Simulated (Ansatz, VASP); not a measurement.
One calculation of Sb, two programs

File INCAR:

```
ALGO = Normal
EDIFF = 1E-8
ENCUT = 400
GGA = PS
GGA_COMPAT = F
ISIF = 2
ISMEAR = -1
LASPH = T
LCHARG = F
LEFG = T
LREAL = F
LWAVE = F
NBANDS = 12
NELM = 120
PREC = Accurate
SIGMA = 0.05
```

Contents of KPOINTS:

```
k-points
0
Gamma
  9 9 9
```

Contents of POSCAR:

```
Sb
1.0
    2.1936123386      1.2664826742      3.7440000000
   -2.1936123386      1.2664826742      3.7440000000
    0.0000000000     -2.5329653483      3.7440000000
Sb
2
Direct
    0.2336400000      0.2336400000      0.2336400000
    0.7663600000      0.7663600000      0.7663600000
```

Input for Ansatz:

```yaml
crystal:
  lattice:
    - [2.1936123386, 1.2664826742, 3.744]
    - [-2.1936123386, 1.2664826742, 3.744]
    - [0.0, -2.5329653483, 3.744]
  atoms:
    - { symbol: Sb, position: [0.23364, 0.23364, 0.23364] }
    - { symbol: Sb, position: [0.76636, 0.76636, 0.76636] }
kpoints:
  mp_grid: { grid: [9, 9, 9] }
scf:
  occupations: { method: fermi_dirac, width: 0.05 }
hamiltonian:
  xc: pbesol
  pseudopotentials: { kind: paw }
output:
  forces: true
  stress: true
  eigenvalues: true
  efg: { contact_densities: true }
```

Change from the starting cell: equal xx and yy strain of +2 %, PAW files.

Alike in both runs: task electric field gradients; functional PBEsol; k mesh 9 × 9 × 9; occupations fermi-dirac, width 0.05 eV; no spin polarisation.

|  | VASP | Ansatz |
| --- | --- | --- |
| version | VASP 6.6.1 | Ansatz 0.2.0 |
| potentials or method | VASP PAW PBE potentials, release 64 (Sb) | PAW with Ansatz's default frozen-core files, scalar-relativistic |
| plane-wave cutoff (eV) | 400 | 420 |
| valence electrons in the cell | 10 | 30 |

Ansatz gave:

```
pressure (GPa)                                                : -1.9
traceless stress, the component that is largest in VASP (GPa) : 0.50
rms of the force components (eV/Å)                            : 0.009
size of Vzz on the site where it differs most (V/Å²)          : 52.4
```

Q: Which values does VASP return?

A: Pressure (GPa): -1.7; traceless stress, the component that is largest in VASP (GPa): 0.45; rms of the force components (eV/Å): 0.017; size of Vzz on the site where it differs most (V/Å²): 48.7.

VASP's potentials were made for PBE, not for PBEsol. Atom by atom the forces differ by 0.026 eV/Å (rms over components). VASP's potentials hold 10 valence electrons a cell and Ansatz's 30, so a difference there can come from the potentials and not from the codes.

Neither program's run includes spin-orbit coupling.
